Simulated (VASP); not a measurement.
# Cs3SiF6 (Fm-3m) in VASP: single point with r2SCAN

Aim: the single point of Cs3SiF6 with r2SCAN.

Everything below comes from runs of VASP 6.6.1. Logs are shortened: lines on timing, memory, paths and dates and some standing lists are left out, and cuts for length are marked.

### 1 The cell of the first run

It takes space group Fm-3m (No. 225, cubic). Conventional cell: a = 9.473 Å, b = 9.473 Å, c = 9.473 Å, α = 90.00°, β = 90.00°, γ = 90.00°. Cs (site symmetry -43m) has 12 F at 3.41 Å and 4 Cs at 4.10 Å and 4 Si at 4.10 Å within 4.5 Å. Cs (site symmetry m-3m) has 6 F at 3.03 Å and 8 Cs at 4.10 Å within 4.2 Å. Within 2.3 Å of Si (site symmetry m-3m) lie 6 F at 1.71 Å. F (site symmetry 4mm) has 1 Si at 1.71 Å within 2.3 Å.

### 2 Single point, r2SCAN

Input file POSCAR:

```
Cs3SiF6
1.0
    0.0000000000      4.7364310000      4.7364310000
    4.7364310000      0.0000000000      4.7364310000
    4.7364310000      4.7364310000      0.0000000000
Cs Si F
3 1 6
Direct
    0.7500000000      0.7500000000      0.7500000000
    0.2500000000      0.2500000000      0.2500000000
    0.0000000000      0.0000000000      0.0000000000
    0.5000000000      0.5000000000      0.5000000000
    0.3199962360      0.6800037640      0.6800037640
    0.6800037640      0.3199962360      0.6800037640
    0.6800037640      0.3199962360      0.3199962360
    0.3199962360      0.6800037640      0.3199962360
    0.6800037640      0.6800037640      0.3199962360
    0.3199962360      0.3199962360      0.6800037640
```

Input file INCAR.step1:

```
SYSTEM = Cs3SiF6
PREC = Accurate
ENCUT = 520
ISMEAR = 1
SIGMA = 0.1197
LREAL = .FALSE.
LASPH = .TRUE.
NELM = 100
NBANDS = 48
GGA = PE
ALGO = Normal
EDIFF = 1E-4
LWAVE = .TRUE.
LCHARG = .FALSE.
```

Input file INCAR.step2:

```
SYSTEM = Cs3SiF6
PREC = Accurate
ENCUT = 520
EDIFF = 1E-7
ISMEAR = 1
SIGMA = 0.1197
LREAL = .FALSE.
LASPH = .TRUE.
NELM = 100
ALGO = Normal
ISIF = 2
LWAVE = .FALSE.
LCHARG = .TRUE.
METAGGA = R2SCAN
LMIXTAU = .TRUE.
LELF = .TRUE.
LVHAR = .TRUE.
NBANDS = 48
ISTART = 1
```

Input file KPOINTS:

```
regular mesh
0
G
  6 6 6
  0 0 0
```

Potentials or basis: VASP PAW PBE potentials, release 64 (Cs_sv, Si, F).

On the command line:

```sh
$ cat potpaw_PBE.64/Cs_sv/POTCAR potpaw_PBE.64/Si/POTCAR potpaw_PBE.64/F/POTCAR > POTCAR
$ cp INCAR.step1 INCAR
$ mpirun -np 1 vasp_std > vasp.out
$ cp INCAR.step2 INCAR
$ mpirun -np 1 vasp_std > vasp.out
```

OUTCAR:

```text
SYSTEM = Cs3SiF6
   PREC = Accurate
   ENCUT = 520
   EDIFF = 1E-7
   ISMEAR = 1
   LREAL = .FALSE.
   LASPH = .TRUE.
   NELM = 100
   ISIF = 2
   METAGGA = R2SCAN
   ISTART = 1

 ion  position               nearest neighbor table
   1  0.750  0.750  0.750-
   2  0.250  0.250  0.250-
   3  0.000  0.000  0.000-
   4  0.500  0.500  0.500-   5 1.71   6 1.71   7 1.71   8 1.71   9 1.71  10 1.71
   5  0.320  0.680  0.680-   4 1.71
   6  0.680  0.320  0.680-   4 1.71
   7  0.680  0.320  0.320-   4 1.71
   8  0.320  0.680  0.320-   4 1.71
   9  0.680  0.680  0.320-   4 1.71
  10  0.320  0.320  0.680-   4 1.71

  LATTYP: Found a face centered cubic cell.
 ALAT       =     9.4728620000

  Lattice vectors:

 A1 = (   0.0000000000,   4.7364310000,   4.7364310000)
 A2 = (   4.7364310000,   0.0000000000,   4.7364310000)
 A3 = (   4.7364310000,   4.7364310000,   0.0000000000)

Analysis of symmetry for initial positions (statically):
=====================================================================
 Subroutine PRICEL returns:
 Original cell was already a primitive cell.

 Routine SETGRP: Setting up the symmetry group for a
 face centered cubic supercell.

 Subroutine GETGRP returns: Found 48 space group operations
 (whereof 48 operations were pure point group operations)
 out of a pool of 48 trial point group operations.

The static configuration has the point symmetry O_h .

Analysis of symmetry for dynamics (positions and initial velocities):
=====================================================================
 Subroutine PRICEL returns:
 Original cell was already a primitive cell.

 Routine SETGRP: Setting up the symmetry group for a
 face centered cubic supercell.

 Subroutine GETGRP returns: Found 48 space group operations
 (whereof 48 operations were pure point group operations)
 out of a pool of 48 trial point group operations.

The dynamic configuration has the point symmetry O_h .

 Subroutine INISYM returns: Found 48 space group operations
 (whereof 48 operations are pure point group operations),
 and found     1 'primitive' translations

----------------------------------------------------------------------------------------

                                     Primitive cell

  volume of cell :     212.5121

  direct lattice vectors                    reciprocal lattice vectors
     0.000000000  4.736431000  4.736431000    -0.105564717  0.105564717  0.105564717
     4.736431000  0.000000000  4.736431000     0.105564717 -0.105564717  0.105564717
     4.736431000  4.736431000  0.000000000     0.105564717  0.105564717 -0.105564717

  length of vectors
     6.698324957  6.698324957  6.698324957     0.182843454  0.182843454  0.182843454

  position of ions in fractional coordinates (direct lattice)
     0.750000000  0.750000000  0.750000000
     0.250000000  0.250000000  0.250000000
     0.000000000  0.000000000  0.000000000
     0.500000000  0.500000000  0.500000000
     0.319996236  0.680003764  0.680003764
     0.680003764  0.319996236  0.680003764
     0.680003764  0.319996236  0.319996236
     0.319996236  0.680003764  0.319996236
     0.680003764  0.680003764  0.319996236
     0.319996236  0.319996236  0.680003764

  ion indices of the primitive-cell ions
   primitive index   ion index
                 1           1
                 2           2
                 3           3
                 4           4
                 5           5
                 6           6
                 7           7
                 8           8
                 9           9
                10          10

----------------------------------------------------------------------------------------

 KPOINTS: regular mesh

Automatic generation of k-mesh.
 Grid dimensions read from file:
 generate k-points for:    6    6    6

 Generating k-lattice:

  Cartesian coordinates                     Fractional coordinates (reciprocal lattice)
    -0.017594120  0.017594120  0.017594120     0.166666667  0.000000000  0.000000000
     0.017594120 -0.017594120  0.017594120     0.000000000  0.166666667  0.000000000
     0.017594120  0.017594120 -0.017594120     0.000000000  0.000000000  0.166666667

  Length of vectors
     0.030473909  0.030473909  0.030473909

  Shift w.r.t. Gamma in fractional coordinates (k-lattice)
     0.000000000  0.000000000  0.000000000

 Subroutine IBZKPT returns following result:
 ===========================================

 Found     16 irreducible k-points:

 Following reciprocal coordinates:
            Coordinates               Weight
  0.000000  0.000000  0.000000      1.000000
  0.166667  0.000000  0.000000      8.000000
  0.333333  0.000000  0.000000      8.000000
  0.500000  0.000000  0.000000      4.000000
  0.166667  0.166667  0.000000      6.000000
  0.333333  0.166667  0.000000     24.000000
[... 8 lines left out ...]
 -0.333333  0.333333  0.166667     24.000000
 -0.333333  0.500000  0.166667     12.000000
   k-points           NKPTS =     16   k-points in BZ     NKDIM =     16   number of bands    NBANDS=     48
   number of dos      NEDOS =    301   number of ions     NIONS =     10
   total plane-waves  NPLWV = 125000
   dimension x,y,z NGX =    50 NGY =   50 NGZ =   50
   dimension x,y,z NGXF=   100 NGYF=  100 NGZF=  100
   ions per type =               3   1   6
   NGX,Y,Z   is equivalent  to a cutoff of  12.41, 12.41, 12.41 a.u.
   NGXF,Y,Z  is equivalent  to a cutoff of  24.82, 24.82, 24.82 a.u.
 SYSTEM =  Cs3SiF6
   PREC   = accura    normal or accurate (medium, high low for compatibility)
   ISTART =      1    job   : 0-new  1-cont  2-samecut
   ICHARG =      0    charge: 1-file 2-atom 10-const
   ISPIN  =      1    spin polarized calculation?
   LNONCOLLINEAR =      F non collinear calculations
   LSORBIT =      F    spin-orbit coupling
   LASPH  =      T    aspherical Exc in radial PAW
   ENCUT  =  520.0 eV  38.22 Ry    6.18 a.u.  12.45 12.45 12.45*2*pi/ulx,y,z
   NELM   =    100;   NELMIN=  2; NELMDL=  0     # of ELM steps
   EDIFF  = 0.1E-06   stopping-criterion for ELM
   LREAL  =      F    real-space projection
   EDIFFG = 0.1E-05   stopping-criterion for IOM
   NSW    =      0    number of steps for IOM
   IBRION =     -1    ionic relax: 0-MD 1-quasi-New 2-CG
   NFREE  =      0    steps in history (QN), initial steepest desc. (CG)
   ISIF   =      2    stress and relaxation
   ISYM   =      2    0-nonsym 1-usesym 2-fastsym
   POTIM  = 0.5000    time-step for ionic-motion
   TEBEG  =    0.0;   TEEND  =   0.0 temperature during run
   PSTRESS=    0.0 pullay stress
   NELECT =      73.0000    total number of electrons
   NUPDOWN=      -1.0000    fix difference up-down
   EMIN   =  10.00;   EMAX   =-10.00  energy-range for DOS
   EFERMI =   0.00;   METHOD = LEGACY
   ISMEAR =     1;   SIGMA  =   0.12  broadening in eV -4-tet -1-fermi 0-gaus
   EFERMI_NEDOS =   21; number of points for ismear=-14 and -15
   IALGO  =     38    algorithm
   IMIX   =      4    mixing-type and parameters
     AMIX     =   0.40;   BMIX     =  1.00
     AMIX_MAG =   1.60;   BMIX_MAG =  1.00
  volume/ion in A,a.u.               =      21.25       143.41
  Fermi-wavevector in a.u.,A,eV,Ry     =   1.146537  2.166640 17.885485  1.314546
  Thomas-Fermi vector in A             =   2.283220
   LORBIT       =      0    0 simple, 1 ext, 2 COOP (PROOUT), +10 PAW based schemes
   METAGGA = R2SCAN    functional components
   LHFCALC =     F    Hartree Fock is set to
   AEXX    =    0.0000 exact exchange contribution
   IVDW    =     0    specifies the selected vdW correction
   LEPSILON=     F    determine dielectric tensor
   LRPA    =     F    only Hartree local field effects (RPA)
 non-spin polarized calculation
 Methfessel and Paxton  Order N= 1 SIGMA  =   0.12
  energy-cutoff  :      520.00
  volume of cell :      212.51
 maximum number of plane-waves:      5769
 NGX is ok and might be reduce to    50
   NGX = 25   NGY = 25   NGZ = 25

 number of electron      73.0000074 magnetization

 Free energy of the ion-electron system (eV)
  ---------------------------------------------------
  ext. energy  EPLUGINS =         0.00000000
  ---------------------------------------------------
  free energy    TOTEN  =      -131.35159265 eV

  energy without entropy =     -131.34598876  energy(sigma->0) =     -131.34972469

 E-fermi :   5.9187     XC(G=0):  -9.0282

 val. band max:        5.8991260415   @ k =  -0.3333   0.3333   0.0000
 cond. band min:       5.9239799694   @ k =   0.3333   0.3333   0.0000
 fundamental gap:      0.0248539280
 Fermi energy:         5.9186921365

 k-point     1 :       0.0000    0.0000    0.0000
  band No.  band energies     occupation
      1     -25.1937      2.00000
      2     -24.0135      2.00000
      3     -24.0135      2.00000
      4     -24.0135      2.00000
      5     -23.5174      2.00000
      6     -23.5174      2.00000
[... 40 lines left out ...]
     47       9.8830      0.00000
     48       9.8830      0.00000

 k-point     2 :       0.1667    0.0000    0.0000
  band No.  band energies     occupation
      1     -25.1915      2.00000
      2     -24.0165      2.00000
      3     -24.0131      2.00000
      4     -24.0131      2.00000
      5     -23.5178      2.00000
      6     -23.5178      2.00000
[... 40 lines left out ...]
     47       9.4570      0.00000
     48       9.4571      0.00000

 k-point     3 :       0.3333    0.0000    0.0000
  band No.  band energies     occupation
      1     -25.1871      2.00000
      2     -24.0227      2.00000
      3     -24.0122      2.00000
      4     -24.0122      2.00000
      5     -23.5185      2.00000
      6     -23.5185      2.00000
[... 652 lines left out ...]
     47       8.5160      0.00000
     48       8.9571      0.00000

 k-point    16 :      -0.3333    0.5000    0.1667
  band No.  band energies     occupation
      1     -25.1827      2.00000
      2     -24.0166      2.00000
      3     -24.0156      2.00000
      4     -24.0149      2.00000
      5     -23.5269      2.00000
      6     -23.5176      2.00000
[... 40 lines left out ...]
     47       8.9186      0.00000
     48       9.1024      0.00000

------------------------ aborting loop because EDIFF is reached ----------------------------------------

  FORCE on cell =-STRESS in cart. coord.  units (eV):
  Direction    XX          YY          ZZ          XY          YZ          ZX
  --------------------------------------------------------------------------------------
  -------------------------------------------------------------------------------------
  Total        2.1218045      2.1218045      2.1218045     -0.0000000      0.0000000      0.0000000
  in kB       15.9967704     15.9967704     15.9967704     -0.0000000      0.0000000      0.0000000
  external PRESSURE =      15.9967704 kB  Pullay stress =       0.0000000 kB

 VOLUME and BASIS-vectors are now :
 -----------------------------------------------------------------------------
  energy-cutoff  :      520.00
  volume of cell :      212.51
      direct lattice vectors                 reciprocal lattice vectors
     0.000000000  4.736431000  4.736431000    -0.105564717  0.105564717  0.105564717
     4.736431000  0.000000000  4.736431000     0.105564717 -0.105564717  0.105564717
     4.736431000  4.736431000  0.000000000     0.105564717  0.105564717 -0.105564717

 POSITION                                       TOTAL-FORCE (eV/Angst)
 -----------------------------------------------------------------------------------
      7.10465      7.10465      7.10465         0.000000      0.000000      0.000000
      2.36822      2.36822      2.36822        -0.000000      0.000000      0.000000
      0.00000      0.00000      0.00000         0.000000      0.000000      0.000000
      4.73643      4.73643      4.73643         0.000000      0.000000      0.000000
      6.44158      4.73643      4.73643         0.131402      0.000000      0.000000
      4.73643      6.44158      4.73643         0.000000      0.131402      0.000000
      3.03128      4.73643      4.73643        -0.131402      0.000000      0.000000
      4.73643      3.03128      4.73643         0.000000     -0.131402      0.000000
      4.73643      4.73643      6.44158         0.000000      0.000000      0.131402
      4.73643      4.73643      3.03128         0.000000      0.000000     -0.131402
 -----------------------------------------------------------------------------------
    total drift:                                0.000000      0.000000      0.000000

  FREE ENERGIE OF THE ION-ELECTRON SYSTEM (eV)
  ---------------------------------------------------
  free  energy   TOTEN  =      -131.3515926533 eV

  energy  without entropy=     -131.3459887645  energy(sigma->0) =     -131.34972469
```

It took 19 min on 1 thread of Intel Xeon Platinum 8488C (Sapphire Rapids), shared host; peak memory 0.44 GiB.

Results:

| Item | Value |
| --- | --- |
| Free energy | -131.3516 eV |
| Pressure | 1.6 GPa |
| Largest force | 0.131 eV/Å |
| Band gap on the k mesh | zero (an odd number of electrons rules out a gap without spin polarisation) |

Forces in eV/Å, atoms in the order of the input:
```
Cs   0.000  0.000  0.000
Cs   0.000  0.000  0.000
Cs   0.000  0.000  0.000
Si   0.000  0.000  0.000
F    0.131  0.000  0.000
F    0.000  0.131  0.000
F   -0.131  0.000  0.000
F    0.000 -0.131  0.000
F    0.000  0.000  0.131
F    0.000  0.000 -0.131
```

Caveat: the PAW data sets were made with another functional, which shifts forces and pressure a little; spin-orbit coupling is left out, which moves the levels of the heavy elements; an odd number of electrons without spin polarisation forces a metal; a magnetic or distorted state may lie lower.

The gap in the log of VASP goes by the Fermi energy; the results here count the filled bands.